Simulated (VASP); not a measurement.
# BePd (Pm-3m) in VASP: notebook

Runs on BePd. Level: LDA. Tasks: single point, relaxation of volume and atoms at fixed shape.

Program: VASP 6.6.1. These are calculated values, not measurements. Logs are shortened: lines on timing, memory, paths and dates and some standing lists are left out, and cuts for length are marked.

## 1. The cell of the first run

Symmetry: Pm-3m, No. 221, cubic system. Conventional cell: a = 2.773 Å, b = 2.773 Å, c = 2.773 Å, α = 90.00°, β = 90.00°, γ = 90.00°. Within 3.2 Å of Be (site symmetry m-3m) lie 8 Pd at 2.40 Å and 6 Be at 2.77 Å. Pd (site symmetry m-3m) has 8 Be at 2.40 Å and 6 Pd at 2.77 Å within 3.2 Å.

## 2. Single point, LDA

Contents of INCAR:

```
SYSTEM = BePd
  PREC = Accurate
  ENCUT = 520
  EDIFF = 1E-6
  ISMEAR = -1
  SIGMA = 0.05
  LREAL = .FALSE.
  LASPH = .TRUE.
  NELM = 80
  ALGO = Normal
  ISIF = 2
  LWAVE = .FALSE.
  LCHARG = .FALSE.
  NBANDS = 13
```

Contents of KPOINTS:

```
regular mesh
0
G
  9 9 9
  0 0 0
```

Contents of POSCAR:

```
BePd
1.0
    2.7726858173      0.0000000000      0.0000000000
    0.0000000000      2.7726858173      0.0000000000
    0.0000000000      0.0000000000      2.7726858173
Be Pd
1 1
Direct
    0.0000000000      0.0000000000      0.0000000000
    0.5000000000      0.5000000000      0.5000000000
```

Potentials or basis: VASP PAW LDA potentials, release 64 (Be, Pd).

Launch:

```console
> cat potpaw_LDA.64/Be/POTCAR potpaw_LDA.64/Pd/POTCAR > POTCAR
> mpirun -np 1 vasp_std > vasp.out
```

OUTCAR:

```text
SYSTEM = BePd
   PREC = Accurate
   ENCUT = 520
   EDIFF = 1E-6
   ISMEAR = -1
   LREAL = .FALSE.
   LASPH = .TRUE.
   NELM = 80
   ISIF = 2

 ion  position               nearest neighbor table
   1  0.000  0.000  0.000-   2 2.40   2 2.40   2 2.40   2 2.40   2 2.40   2 2.40   2 2.40   2 2.40

   2  0.500  0.500  0.500-   1 2.40   1 2.40   1 2.40   1 2.40   1 2.40   1 2.40   1 2.40   1 2.40

  LATTYP: Found a simple cubic cell.
 ALAT       =     2.7726858173

  Lattice vectors:

 A1 = (   2.7726858173,   0.0000000000,   0.0000000000)
 A2 = (   0.0000000000,   2.7726858173,   0.0000000000)
 A3 = (   0.0000000000,   0.0000000000,   2.7726858173)

Analysis of symmetry for initial positions (statically):
=====================================================================
 Subroutine PRICEL returns:
 Original cell was already a primitive cell.

 Routine SETGRP: Setting up the symmetry group for a
 simple cubic supercell.

 Subroutine GETGRP returns: Found 48 space group operations
 (whereof 48 operations were pure point group operations)
 out of a pool of 48 trial point group operations.

The static configuration has the point symmetry O_h .

Analysis of symmetry for dynamics (positions and initial velocities):
=====================================================================
 Subroutine PRICEL returns:
 Original cell was already a primitive cell.

 Routine SETGRP: Setting up the symmetry group for a
 simple cubic supercell.

 Subroutine GETGRP returns: Found 48 space group operations
 (whereof 48 operations were pure point group operations)
 out of a pool of 48 trial point group operations.

The dynamic configuration has the point symmetry O_h .

 Subroutine INISYM returns: Found 48 space group operations
 (whereof 48 operations are pure point group operations),
 and found     1 'primitive' translations

----------------------------------------------------------------------------------------

                                     Primitive cell

  volume of cell :      21.3158

  direct lattice vectors                    reciprocal lattice vectors
     2.772685817  0.000000000  0.000000000     0.360661130  0.000000000  0.000000000
     0.000000000  2.772685817  0.000000000     0.000000000  0.360661130  0.000000000
     0.000000000  0.000000000  2.772685817     0.000000000  0.000000000  0.360661130

  length of vectors
     2.772685817  2.772685817  2.772685817     0.360661130  0.360661130  0.360661130

  position of ions in fractional coordinates (direct lattice)
     0.000000000  0.000000000  0.000000000
     0.500000000  0.500000000  0.500000000

  ion indices of the primitive-cell ions
   primitive index   ion index
                 1           1
                 2           2

[... 85 lines left out ...]
   EFERMI =   0.00;   METHOD = LEGACY
   ISMEAR =    -1;   SIGMA  =   0.05  broadening in eV -4-tet -1-fermi 0-gaus
   EFERMI_NEDOS =   21; number of points for ismear=-14 and -15
   IALGO  =     38    algorithm
   IMIX   =      4    mixing-type and parameters
     AMIX     =   0.40;   BMIX     =  1.00
     AMIX_MAG =   1.60;   BMIX_MAG =  1.00
  volume/ion in A,a.u.               =      10.66        71.92
  Fermi-wavevector in a.u.,A,eV,Ry     =   1.351765  2.554466 24.861505  1.827269
  Thomas-Fermi vector in A             =   2.479160
   LORBIT       =      0    0 simple, 1 ext, 2 COOP (PROOUT), +10 PAW based schemes
   GGA     = CA    functional components
   LHFCALC =     F    Hartree Fock is set to
   AEXX    =    0.0000 exact exchange contribution
   IVDW    =     0    specifies the selected vdW correction
   LEPSILON=     F    determine dielectric tensor
   LRPA    =     F    only Hartree local field effects (RPA)
 non-spin polarized calculation
  energy-cutoff  :      520.00
  volume of cell :       21.32
 maximum number of plane-waves:       587
 NGX is ok and might be reduce to    24
   NGX = 11   NGY = 11   NGZ = 11

 number of electron      12.0000003 magnetization

 Free energy of the ion-electron system (eV)
  ---------------------------------------------------
  ext. energy  EPLUGINS =         0.00000000
  ---------------------------------------------------
  free energy    TOTEN  =       -11.95288377 eV

  energy without entropy =      -11.94582848  energy(sigma->0) =      -11.94935613

 E-fermi :  10.4751     XC(G=0): -12.8080

 val. band max:       10.2718413348   @ k =   0.4444   0.3333   0.0000
 cond. band min:      10.5082004570   @ k =   0.4444   0.2222   0.0000
 fundamental gap:      0.2363591222
 Fermi energy:        10.4751117706

 k-point     1 :       0.0000    0.0000    0.0000
  band No.  band energies     occupation
      1       0.3892      2.00000
      2       4.4161      2.00000
      3       4.4161      2.00000
      4       7.9348      2.00000
      5       7.9348      2.00000
      6       7.9348      2.00000
      7      15.7090      0.00000
      8      15.7090      0.00000
      9      15.7090      0.00000
     10      25.0885      0.00000
     11      25.0885      0.00000
     12      27.8804      0.00000
     13      34.1239      0.00000
[... 354 lines left out ...]
  band No.  band energies     occupation
      1       3.5887      2.00000
      2       4.9156      2.00000
      3       5.9039      2.00000
      4       6.2131      2.00000
      5       7.4157      2.00000
      6       8.6448      2.00000
      7      10.6865      0.02877
      8      16.8664      0.00000
      9      18.3093      0.00000
     10      18.9749      0.00000
     11      25.3346      0.00000
     12      25.7988      0.00000
     13      30.0812      0.00000

 [... further k-points ...]

------------------------ aborting loop because EDIFF is reached ----------------------------------------

  FORCE on cell =-STRESS in cart. coord.  units (eV):
  Direction    XX          YY          ZZ          XY          YZ          ZX
  --------------------------------------------------------------------------------------
  -------------------------------------------------------------------------------------
  Total        0.0871691      0.0871691      0.0871691     -0.0000000      0.0000000      0.0000000
  in kB        6.5519614      6.5519614      6.5519614     -0.0000000      0.0000000      0.0000000
  external PRESSURE =       6.5519614 kB  Pullay stress =       0.0000000 kB

 VOLUME and BASIS-vectors are now :
 -----------------------------------------------------------------------------
  energy-cutoff  :      520.00
  volume of cell :       21.32
      direct lattice vectors                 reciprocal lattice vectors
     2.772685817  0.000000000  0.000000000     0.360661130  0.000000000  0.000000000
     0.000000000  2.772685817  0.000000000     0.000000000  0.360661130  0.000000000
     0.000000000  0.000000000  2.772685817     0.000000000  0.000000000  0.360661130

 POSITION                                       TOTAL-FORCE (eV/Angst)
 -----------------------------------------------------------------------------------
      0.00000      0.00000      0.00000         0.000000      0.000000      0.000000
      1.38634      1.38634      1.38634         0.000000      0.000000      0.000000
 -----------------------------------------------------------------------------------
    total drift:                                0.000000     -0.000000     -0.000000

  FREE ENERGIE OF THE ION-ELECTRON SYSTEM (eV)
  ---------------------------------------------------
  free  energy   TOTEN  =       -11.9528837712 eV

  energy  without entropy=      -11.9458284793  energy(sigma->0) =      -11.94935613
```

It took 3 s on 1 thread of Intel Xeon 6975P-C (Granite Rapids), shared host; peak memory 0.12 GiB.

What came out:

```
Free energy            : -11.9529 eV
Pressure               : 0.7 GPa
Band gap on the k mesh : zero (band 6 reaches 13.97 eV, above the bottom of band 7 at 9.61 eV)
```

## 3. Relaxation of volume and atoms at fixed shape, LDA

This run uses another cell than the first one, of 11.13 Å³/atom, 1.044 times its volume.

Contents of INCAR:

```
  PREC = Accurate
  ENCUT = 600
  EDIFF = 1E-6
  ISMEAR = -1
  SIGMA = 0.05
  LREAL = F
  LASPH = T
  NELM = 60
  ALGO = Normal
  ISIF = 8
  LWAVE = F
  LCHARG = F
  GGA = CA
  IBRION = 2
  NSW = 80
  EDIFFG = -0.01
```

Contents of KPOINTS:

```
regular mesh
0
Gamma
  9 9 9
```

Contents of POSCAR:

```
BePd
1.0
    2.8130000000      0.0000000000      0.0000000000
    0.0000000000      2.8130000000      0.0000000000
    0.0000000000      0.0000000000      2.8130000000
Be Pd
1 1
Direct
    0.0000000000      0.0000000000      0.0000000000
    0.5000000000      0.5000000000      0.5000000000
```

Potentials or basis: VASP PAW LDA potentials, release 64 (Be, Pd).

Launch:

```console
> cat potpaw_LDA.64/Be/POTCAR potpaw_LDA.64/Pd/POTCAR > POTCAR
> mpirun -np 1 vasp_std > vasp.out
```

Run time: 5.3 s. Hardware: 1 thread of Intel Xeon 6975P-C (Granite Rapids), shared host; peak memory 0.14 GiB.

Results (log left out):

- Free energy: -11.9534 eV
- Relaxed volume: 10.69 Å³/atom
- Relaxed cell: a = 2.776 Å, b = 2.776 Å, c = 2.776 Å, α = 90.00°, β = 90.00°, γ = 90.00°
- Space group after relaxing (to 0.05 Å): Pm-3m (No. 221)
- Energy gained by relaxing: 10.8 meV/atom
- Ionic steps: 3
- Pressure after relaxing: 0.0 GPa
- Band gap on the k mesh: zero (band 6 reaches 13.91 eV, above the bottom of band 7 at 9.56 eV)

Step by step:
```tsv
step	energy change (eV)	largest force (eV/Å)	pressure (GPa)	volume (Å³)
1	0.0000	0.0000	-7.60	22.26
2	-0.0019	0.0000	8.36	20.60
3	-0.0216	0.0000	-0.04	21.39
```

Final structure:
```
Be Pd
1.0
     2.77581    0.00000    0.00000
     0.00000    2.77581    0.00000
     0.00000    0.00000    2.77581
Be Pd
1 1
Direct
  0.00000 0.00000 0.00000
  0.50000 0.50000 0.50000
```

Levels at points of the mesh, in eV from the Fermi level:
```tsv
k point	band 2	band 3	band 4	band 5	band 6	band 7	band 8	band 9	band 10
(0.00, 0.00, 0.00)	-6.03	-6.03	-2.53	-2.53	-2.53	5.23	5.23	5.23	14.59
```

LDA usually gives volumes a few per cent too small. Zero-point motion and thermal expansion aren't in these numbers.
